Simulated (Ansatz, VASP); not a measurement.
## One calculation of NaI, two programs

Contents of POSCAR:

```
NaI
1.0
    0.0000000000      3.3334920000      3.3334920000
    3.3334920000      0.0000000000      3.3334920000
    3.3334920000      3.3334920000      0.0000000000
Na I
1 1
Direct
    0.0000000000      0.0000000000      0.0000000000
    0.5000000000      0.5000000000      0.5000000000
```

Contents of INCAR.step1:

```
SYSTEM = NaI
PREC = Accurate
ENCUT = 520
ISMEAR = 0
SIGMA = 0.05
LREAL = .FALSE.
LASPH = .TRUE.
NELM = 60
NBANDS = 14
GGA = PE
ALGO = Normal
EDIFF = 1E-4
LWAVE = .TRUE.
LCHARG = .FALSE.
```

File INCAR.step2:

```
SYSTEM = NaI
PREC = Accurate
ENCUT = 520
EDIFF = 1E-6
ISMEAR = 0
SIGMA = 0.05
LREAL = .FALSE.
LASPH = .TRUE.
NELM = 60
ALGO = Normal
ISIF = 2
LWAVE = .FALSE.
LCHARG = .TRUE.
METAGGA = R2SCAN
LMIXTAU = .TRUE.
LELF = .TRUE.
LVHAR = .TRUE.
NBANDS = 14
ISTART = 1
```

KPOINTS

```
regular mesh
0
G
  6 6 6
  0 0 0
```

Input for Ansatz:

```yaml
crystal:
  lattice:
    - [0.0, 3.333492, 3.333492]
    - [3.333492, 0.0, 3.333492]
    - [3.333492, 3.333492, 0.0]
  atoms:
    - { symbol: Na, position: [0.0, 0.0, 0.0] }
    - { symbol: I, position: [0.5, 0.5, 0.5] }
basis:
  ecutwfc: 500
kpoints:
  mp_grid: { grid: [6, 6, 6] }
hamiltonian:
  xc: r2scan
scf:
  occupations: { method: gaussian, width: 0.05 }
output:
  forces: true
  stress: true
  eigenvalues: true
```

Change from the starting cell: strain +0.030 along x and y, +0.030 along z, atoms carried along.

Alike in both runs: task single point; functional r2SCAN; k mesh 6 × 6 × 6; occupations gaussian, width 0.05 eV; no spin polarisation.

```csv
,VASP,Ansatz
version,VASP 6.6.1,Ansatz 0.2.0
potentials or method,"VASP PAW PBE potentials, release 64 (Na_pv, I), cutoff 520 eV","scalar-relativistic, plane waves, PAW"
valence electrons in the cell,14,26
```

VASP gave:

- gap on the k mesh at the Fermi level (eV): 4.19
- least direct gap on the mesh (eV): 4.19
- pressure (GPa): -1.3

Which values does Ansatz return?

gap on the k mesh at the Fermi level (eV): 4.18; least direct gap on the mesh (eV): 4.18; pressure (GPa): -1.3.

VASP's potentials were made for PBE, not for r2SCAN. The functional is the same, so the differences come from potentials, cutoffs and numerics. VASP's potentials hold 14 valence electrons a cell and Ansatz's 26, so a difference there can come from the potentials and not from the codes.

Neither program's run includes spin-orbit coupling.
